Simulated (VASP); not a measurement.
## MoS2: single point with PBEsol

The system is MoS2, a slab with vacuum.

```
Mo S
1.0
     3.14092    0.00000    0.00000
    -1.57046    2.72011    0.00000
     0.00000    0.00000   21.56849
Mo S
2 4
Direct
  0.33333 0.66667 0.85424
  0.66667 0.33333 0.14576
  0.66667 0.33333 0.78200
  0.33333 0.66667 0.07346
  0.66667 0.33333 0.92654
  0.33333 0.66667 0.21800
```

- Program: VASP 6.6.1
- Task: single point
- Functional: PBEsol
- Potentials or basis: VASP PAW PBE potentials, release 64 (Mo_sv, S)
- Cutoff: 520 eV
- k mesh: 10 × 10 × 2
- Occupations: fermi-dirac, width 0.05 eV
- Spin: no spin polarisation

| Item | Value |
| --- | --- |
| Band gap on the k mesh | 1.45 eV (least direct gap 2.02 eV) |

Levels at points of the mesh, in eV from the valence-band top:
| k point | band 24 | band 25 | band 26 | band 27 | band 28 | band 29 |
| --- | --- | --- | --- | --- | --- | --- |
| (0.00, 0.00, 0.00) | -1.75 | -0.63 | 0.00 | 2.52 | 2.52 | 2.53 |
| (0.50, 0.00, 0.00) | -1.21 | -1.05 | -1.01 | 2.04 | 2.05 | 2.49 |
| (0.00, 0.00, 0.50) | -1.75 | -0.63 | 0.00 | 2.52 | 2.52 | 2.53 |
| (0.50, 0.00, 0.50) | -1.21 | -1.05 | -1.01 | 2.04 | 2.05 | 2.49 |

Wall time 100 s on 1 thread of Intel(R) Xeon(R) 6975P-C (Granite Rapids), on a shared host, peak memory 0.36 GiB.

Caveat: there is no dipole correction, which matters where the two faces differ.
